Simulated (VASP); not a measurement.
# Fe (P6_3/mmc) in VASP: a series of runs

Fe is run at these levels: b88 exchange, pbe correlation, PBEsol+D3(BJ), LDA, PBE-based screened hybrid with 25 % exact exchange; tasks: single point.

Program: VASP 6.6.1. These are calculated values, not measurements. Logs are shortened: lines on timing, memory, paths and dates and some standing lists are left out, and cuts for length are marked.

## (1) The cell of the first run

Symmetry: P6_3/mmc, No. 194, hexagonal system. The conventional cell has a = 2.434 Å, b = 2.434 Å, c = 3.842 Å, α = 90.00°, β = 90.00°, γ = 120.00°. Within 3.1 Å of Fe (site symmetry -6m2) lie 12 Fe at 2.38 to 2.43 Å.

This isn't the form of Fe at room conditions, which is bcc.

## (2) Single point, b88 exchange, pbe correlation, collinear spin, ferromagnetic start

The input, INCAR:

```
SYSTEM = Fe
PREC = Accurate
ENCUT = 690
EDIFF = 1E-6
ISMEAR = -1
SIGMA = 0.05
LREAL = .FALSE.
LASPH = .TRUE.
NELM = 200
ALGO = Normal
ISIF = 2
LWAVE = .FALSE.
LCHARG = .TRUE.
ISPIN = 2
MAGMOM = 3 3
LORBIT = 11
LMAXMIX = 4
GGA = LIBXC
LIBXC1 = GGA_X_B88
LIBXC2 = GGA_C_PBE
LELF = .TRUE.
LVHAR = .TRUE.
NBANDS = 27
GGA_COMPAT = .FALSE.
```

The input, KPOINTS:

```
regular mesh
0
G
  12 12 7
  0 0 0
```

The input, POSCAR:

```
Fe
1.0
    2.4341575853      0.0000000000      0.0000000000
   -1.2170787927      2.1080423057      0.0000000000
    0.0000000000      0.0000000000      3.8419344700
Fe
2
Direct
    0.6666666667      0.3333333333      0.7500000000
    0.3333333333      0.6666666667      0.2500000000
```

Potentials or basis: VASP PAW PBE potentials, release 64 (Fe_sv).

Started as:

```console
$ cat potpaw_PBE.64/Fe_sv/POTCAR > POTCAR
$ mpirun -np 1 vasp_std > vasp.out
```

OUTCAR:

```text
SYSTEM = Fe
   PREC = Accurate
   ENCUT = 690
   EDIFF = 1E-6
   ISMEAR = -1
   LREAL = .FALSE.
   LASPH = .TRUE.
   NELM = 200
   ISIF = 2
   ISPIN = 2
   LORBIT = 11
   GGA = LIBXC

 ion  position               nearest neighbor table
   1  0.667  0.333  0.750-   2 2.38   2 2.38   2 2.38   2 2.38   2 2.38   2 2.38
   2  0.333  0.667  0.250-   1 2.38   1 2.38   1 2.38   1 2.38   1 2.38   1 2.38

  LATTYP: Found a hexagonal cell.
 ALAT       =     2.4341575853
 C/A-ratio  =     1.5783425417

  Lattice vectors:

 A1 = (   2.4341575853,   0.0000000000,   0.0000000000)
 A2 = (  -1.2170787927,   2.1080423057,   0.0000000000)
 A3 = (   0.0000000000,   0.0000000000,   3.8419344700)

Analysis of symmetry for initial positions (statically):
=====================================================================
 Subroutine PRICEL returns:
 Original cell was already a primitive cell.

 Routine SETGRP: Setting up the symmetry group for a
 hexagonal supercell.

 Subroutine GETGRP returns: Found 24 space group operations
 (whereof 12 operations were pure point group operations)
 out of a pool of 24 trial point group operations.

The static configuration has the point symmetry D_3d.
 The point group associated with its full space group is D_6h.

Analysis of symmetry for dynamics (positions and initial velocities):
=====================================================================
 Subroutine PRICEL returns:
 Original cell was already a primitive cell.

 Routine SETGRP: Setting up the symmetry group for a
 hexagonal supercell.

 Subroutine GETGRP returns: Found 24 space group operations
 (whereof 12 operations were pure point group operations)
 out of a pool of 24 trial point group operations.

The dynamic configuration has the point symmetry D_3d.
 The point group associated with its full space group is D_6h.

Analysis of structural, dynamic, and magnetic symmetry:
=====================================================================
 Subroutine PRICEL returns:
 Original cell was already a primitive cell.

 Routine SETGRP: Setting up the symmetry group for a
 hexagonal supercell.

 Subroutine GETGRP returns: Found 24 space group operations
 (whereof 12 operations were pure point group operations)
 out of a pool of 24 trial point group operations.

The overall configuration has the point symmetry D_3d.
 The point group associated with its full space group is D_6h.

 Subroutine INISYM returns: Found 24 space group operations
 (whereof 12 operations are pure point group operations),
 and found     1 'primitive' translations

----------------------------------------------------------------------------------------

                                     Primitive cell

  volume of cell :      19.7141

  direct lattice vectors                    reciprocal lattice vectors
     2.434157585  0.000000000  0.000000000     0.410819746  0.237186891  0.000000000
    -1.217078793  2.108042306  0.000000000     0.000000000  0.474373781  0.000000000
     0.000000000  0.000000000  3.841934470     0.000000000  0.000000000  0.260285543

  length of vectors
     2.434157585  2.434157585  3.841934470     0.474373781  0.474373781  0.260285543

  position of ions in fractional coordinates (direct lattice)
     0.666666667  0.333333333  0.750000000
     0.333333333  0.666666667  0.250000000

  ion indices of the primitive-cell ions
   primitive index   ion index
                 1           1
                 2           2

----------------------------------------------------------------------------------------

 KPOINTS: regular mesh

Automatic generation of k-mesh.
 Grid dimensions read from file:
 generate k-points for:   12   12    7

 Generating k-lattice:

  Cartesian coordinates                     Fractional coordinates (reciprocal lattice)
     0.034234979  0.019765574  0.000000000     0.083333333 -0.000000000  0.000000000
     0.000000000  0.039531148  0.000000000     0.000000000  0.083333333  0.000000000
     0.000000000  0.000000000  0.037183649     0.000000000  0.000000000  0.142857143

  Length of vectors
     0.039531148  0.039531148  0.037183649

  Shift w.r.t. Gamma in fractional coordinates (k-lattice)
     0.000000000  0.000000000  0.000000000

 Subroutine IBZKPT returns following result:
 ===========================================

 Found     76 irreducible k-points:

 Following reciprocal coordinates:
            Coordinates               Weight
  0.000000  0.000000  0.000000      1.000000
  0.083333  0.000000  0.000000      6.000000
  0.166667  0.000000  0.000000      6.000000
  0.250000  0.000000  0.000000      6.000000
  0.333333  0.000000  0.000000      6.000000
  0.416667  0.000000  0.000000      6.000000
[... 16 lines left out ...]
  0.250000  0.000000  0.142857     12.000000
  0.333333  0.000000  0.142857     12.000000
 [... further k-points ...]
   k-points           NKPTS =     76   k-points in BZ     NKDIM =     76   number of bands    NBANDS=     27
   number of dos      NEDOS =    301   number of ions     NIONS =      2
   total plane-waves  NPLWV =  20736
   dimension x,y,z NGX =    24 NGY =   24 NGZ =   36
   dimension x,y,z NGXF=    48 NGYF=   48 NGZF=   72
   ions per type =               2
   NGX,Y,Z   is equivalent  to a cutoff of  16.39, 16.39, 15.58 a.u.
   NGXF,Y,Z  is equivalent  to a cutoff of  32.78, 32.78, 31.16 a.u.
 SYSTEM =  Fe
   PREC   = accura    normal or accurate (medium, high low for compatibility)
   ISTART =      0    job   : 0-new  1-cont  2-samecut
   ICHARG =      2    charge: 1-file 2-atom 10-const
   ISPIN  =      2    spin polarized calculation?
   LNONCOLLINEAR =      F non collinear calculations
   LSORBIT =      F    spin-orbit coupling
   LASPH  =      T    aspherical Exc in radial PAW
   ENCUT  =  690.0 eV  50.71 Ry    7.12 a.u.   5.21  5.21  8.23*2*pi/ulx,y,z
   NELM   =    200;   NELMIN=  2; NELMDL= -5     # of ELM steps
   EDIFF  = 0.1E-05   stopping-criterion for ELM
   LREAL  =      F    real-space projection
   EDIFFG = 0.1E-04   stopping-criterion for IOM
   NSW    =      0    number of steps for IOM
   IBRION =     -1    ionic relax: 0-MD 1-quasi-New 2-CG
   NFREE  =      0    steps in history (QN), initial steepest desc. (CG)
   ISIF   =      2    stress and relaxation
   ISYM   =      2    0-nonsym 1-usesym 2-fastsym
   POTIM  = 0.5000    time-step for ionic-motion
   TEBEG  =    0.0;   TEEND  =   0.0 temperature during run
   PSTRESS=    0.0 pullay stress
   NELECT =      32.0000    total number of electrons
   NUPDOWN=      -1.0000    fix difference up-down
   EMIN   =  10.00;   EMAX   =-10.00  energy-range for DOS
   EFERMI =   0.00;   METHOD = LEGACY
   ISMEAR =    -1;   SIGMA  =   0.05  broadening in eV -4-tet -1-fermi 0-gaus
   EFERMI_NEDOS =   21; number of points for ismear=-14 and -15
   IALGO  =     38    algorithm
   IMIX   =      4    mixing-type and parameters
     AMIX     =   0.40;   BMIX     =  1.00
     AMIX_MAG =   1.60;   BMIX_MAG =  1.00
  volume/ion in A,a.u.               =       9.86        66.52
  Fermi-wavevector in a.u.,A,eV,Ry     =   1.923972  3.635781 50.364275  3.701670
  Thomas-Fermi vector in A             =   2.957694
   LORBIT       =     11    0 simple, 1 ext, 2 COOP (PROOUT), +10 PAW based schemes
   GGA     = LIBXC    functional components
   LHFCALC =     F    Hartree Fock is set to
   AEXX    =    0.0000 exact exchange contribution
   IVDW    =     0    specifies the selected vdW correction
   LEPSILON=     F    determine dielectric tensor
   LRPA    =     F    only Hartree local field effects (RPA)
 spin polarized calculation
  energy-cutoff  :      690.00
  volume of cell :       19.71
 maximum number of plane-waves:       821
 NGX is ok and might be reduce to    24
   NGX = 11   NGY = 11   NGZ = 17

 number of electron      31.9999990 magnetization       0.0048035

 number of electron      31.9999990 magnetization      -0.0004249

 Free energy of the ion-electron system (eV)
  ---------------------------------------------------
  ext. energy  EPLUGINS =         0.00000000
  ---------------------------------------------------
  free energy    TOTEN  =       -16.36182685 eV

  energy without entropy =      -16.34236540  energy(sigma->0) =      -16.35209612

 E-fermi :  14.5101     XC(G=0): -14.6777

 val. band max:       14.4908641464   @ k =   0.3333   0.3333   0.2857
 cond. band min:      14.5136107564   @ k =   0.3333   0.2500   0.2857
 fundamental gap:      0.0227466099
 Fermi energy:        14.5101398148

 spin component 1

 k-point     1 :       0.0000    0.0000    0.0000
  band No.  band energies     occupation
      1     -72.7781      1.00000
      2     -72.6222      1.00000
      3     -39.1838      1.00000
      4     -38.5738      1.00000
      5     -38.5738      1.00000
      6     -38.4646      1.00000
[... 19 lines left out ...]
     26      40.9517      0.00000
     27      41.9730      0.00000
[... 661 lines left out ...]
 k-point    24 :       0.3333    0.0000    0.1429
  band No.  band energies     occupation
      1     -72.6815      1.00000
      2     -72.6007      1.00000
      3     -39.0180      1.00000
      4     -38.8751      1.00000
      5     -38.8263      1.00000
      6     -38.6769      1.00000
[... 19 lines left out ...]
     26      38.3264      0.00000
     27      40.2698      0.00000

 [... further k-points ...]

 spin component 2

 k-point     1 :       0.0000    0.0000    0.0000
  band No.  band energies     occupation
      1     -72.7784      1.00000
      2     -72.6224      1.00000
      3     -39.1841      1.00000
      4     -38.5740      1.00000
      5     -38.5740      1.00000
      6     -38.4648      1.00000
[... 19 lines left out ...]
     26      40.9515      0.00000
     27      41.9729      0.00000
[... 661 lines left out ...]
 k-point    24 :       0.3333    0.0000    0.1429
  band No.  band energies     occupation
      1     -72.6817      1.00000
      2     -72.6010      1.00000
      3     -39.0182      1.00000
      4     -38.8754      1.00000
      5     -38.8265      1.00000
      6     -38.6771      1.00000
[... 19 lines left out ...]
     26      38.3263      0.00000
     27      40.2697      0.00000

 [... further k-points ...]

------------------------ aborting loop because EDIFF is reached ----------------------------------------

  FORCE on cell =-STRESS in cart. coord.  units (eV):
  Direction    XX          YY          ZZ          XY          YZ          ZX
  --------------------------------------------------------------------------------------
  -------------------------------------------------------------------------------------
  Total        0.9388951      0.9388951      1.1760375     -0.0000000      0.0000000      0.0000000
  in kB       76.3044210     76.3044210     95.5770870     -0.0000000      0.0000000      0.0000000
  external PRESSURE =      82.7286430 kB  Pullay stress =       0.0000000 kB

 VOLUME and BASIS-vectors are now :
 -----------------------------------------------------------------------------
  energy-cutoff  :      690.00
  volume of cell :       19.71
      direct lattice vectors                 reciprocal lattice vectors
     2.434157585  0.000000000  0.000000000     0.410819746  0.237186891  0.000000000
    -1.217078793  2.108042306  0.000000000     0.000000000  0.474373781  0.000000000
     0.000000000  0.000000000  3.841934470     0.000000000  0.000000000  0.260285543

 POSITION                                       TOTAL-FORCE (eV/Angst)
 -----------------------------------------------------------------------------------
      1.21708      0.70268      2.88145        -0.000000      0.000000      0.000000
     -0.00000      1.40536      0.96048         0.000000     -0.000000      0.000000
 -----------------------------------------------------------------------------------
    total drift:                               -0.000000      0.000000     -0.000000

  FREE ENERGIE OF THE ION-ELECTRON SYSTEM (eV)
  ---------------------------------------------------
  free  energy   TOTEN  =       -16.3618268515 eV

  energy  without entropy=      -16.3423653963  energy(sigma->0) =      -16.35209612

 total charge

# of ion       s       p       d       tot
------------------------------------------
    1        2.213   6.061   5.564  13.838
    2        2.213   6.061   5.564  13.838
--------------------------------------------------
tot          4.426  12.123  11.127  27.677

 magnetization (x)

# of ion       s       p       d       tot
------------------------------------------
    1        0.000  -0.000  -0.000  -0.000
    2        0.000  -0.000  -0.000  -0.000
--------------------------------------------------
tot          0.000  -0.000  -0.000  -0.000
```

It took 3.2 min on 1 thread of AMD EPYC 7R43 (Zen 3), shared host; peak memory 0.18 GiB.

What came out:

```
Free energy                                           : -16.3618 eV
Pressure                                              : 8.3 GPa
Band gap on the k mesh                                : zero (filled and empty bands overlap)
Net moment                                            : 0.00 μB per cell
Valence electrons inside the program's atomic spheres : Fe 13.84
```

Stress tensor (GPa, compression positive):
```
7.63 0.00 0.00
0.00 7.63 0.00
0.00 0.00 9.56
```

Levels at points of the mesh, in eV from the Fermi level:
Spin up:
| k point | band 12 | band 13 | band 14 | band 15 | band 16 | band 17 | band 18 | band 19 | band 20 | band 21 |
| --- | --- | --- | --- | --- | --- | --- | --- | --- | --- | --- |
| (0.00, 0.00, 0.00) | -1.77 | -1.61 | -1.27 | -1.27 | -0.92 | -0.92 | 0.48 | 0.74 | 0.74 | 9.10 |
| (0.50, 0.00, 0.00) | -2.19 | -2.09 | -1.62 | -1.14 | 0.84 | 1.09 | 1.13 | 2.77 | 4.97 | 11.51 |
Spin down:
| k point | band 12 | band 13 | band 14 | band 15 | band 16 | band 17 | band 18 | band 19 | band 20 | band 21 |
| --- | --- | --- | --- | --- | --- | --- | --- | --- | --- | --- |
| (0.00, 0.00, 0.00) | -1.77 | -1.61 | -1.27 | -1.27 | -0.92 | -0.92 | 0.48 | 0.74 | 0.74 | 9.10 |
| (0.50, 0.00, 0.00) | -2.19 | -2.09 | -1.62 | -1.14 | 0.84 | 1.09 | 1.13 | 2.77 | 4.97 | 11.51 |

Caveat: the cell stands under pressure; the moments typed at the start vanished in this run; the PAW data sets were made with another functional, which shifts forces and pressure a little.

## (3) Single point, PBEsol+D3(BJ), collinear spin, ferromagnetic start

This run uses another cell than the first one, of 9.62 Å³/atom.

The input, INCAR:

```
SYSTEM = Fe
  ALGO = Normal
  EDIFF = 1E-6
  ENCUT = 690
  GGA = PS
  GGA_COMPAT = .False.
  ISIF = 2
  ISMEAR = -1
  ISPIN = 2
  IVDW = 12
  LASPH = .True.
  LCHARG = .False.
  LMAXMIX = 4
  LORBIT = 11
  LREAL = .False.
  LWAVE = .False.
  MAGMOM = 3 3
  NBANDS = 27
  NELM = 200
  PREC = Accurate
  SIGMA = 0.05
```

The input, KPOINTS:

```
k-points
0
Gamma
  12 12 7
  0 0 0
```

The input, POSCAR:

```
Fe
1.0
    2.4113693491      0.0000000000      0.0000000000
   -1.2056846746      2.0883071142      0.0000000000
    0.0000000000      0.0000000000      3.8220827705
Fe
2
Direct
    0.6666666667      0.3333333333      0.7500000000
    0.3333333333      0.6666666667      0.2500000000
```

Potentials or basis: VASP PAW PBE potentials, release 64 (Fe_sv).

Started as:

```console
$ cat potpaw_PBE.64/Fe_sv/POTCAR > POTCAR
$ mpirun -np 1 vasp_std > vasp.out
```

Run time: 40 s. Hardware: 1 thread of Intel Xeon 6975P-C (Granite Rapids), shared host; peak memory 0.23 GiB.

The run converged. Its results:

* Free energy: -18.9186 eV
* Pressure: -2.1 GPa
* Band gap on the k mesh: zero (filled and empty bands overlap)
* Net moment: 0.00 μB per cell
* Valence electrons inside the program's atomic spheres: Fe 13.84
* Dispersion energy per atom: -0.392 eV

Levels at points of the mesh, in eV from the Fermi level:
Spin up:
```csv
k point,band 14,band 15,band 16,band 17,band 18,band 19
"(0.00, 0.00, 0.00)",-1.32,-1.32,-0.93,-0.93,0.37,0.77
"(0.50, 0.00, 0.00)",-1.70,-1.20,0.90,1.14,1.17,2.85
```
Spin down:
```
           k point  band 13  band 14  band 15  band 16  band 17  band 18  band 19  band 20
(0.00, 0.00, 0.00)    -1.71    -1.32    -1.32    -0.93    -0.93     0.37     0.77     0.77
(0.50, 0.00, 0.00)    -2.15    -1.70    -1.20     0.90     1.14     1.17     2.85     5.11
```

Caveat: the moments typed at the start vanished in this run; the PAW data sets were made with another functional, which shifts forces and pressure a little.

(Part 1 of 2 ends here.)

The gap in the log of VASP goes by the Fermi energy; the results here count the filled bands.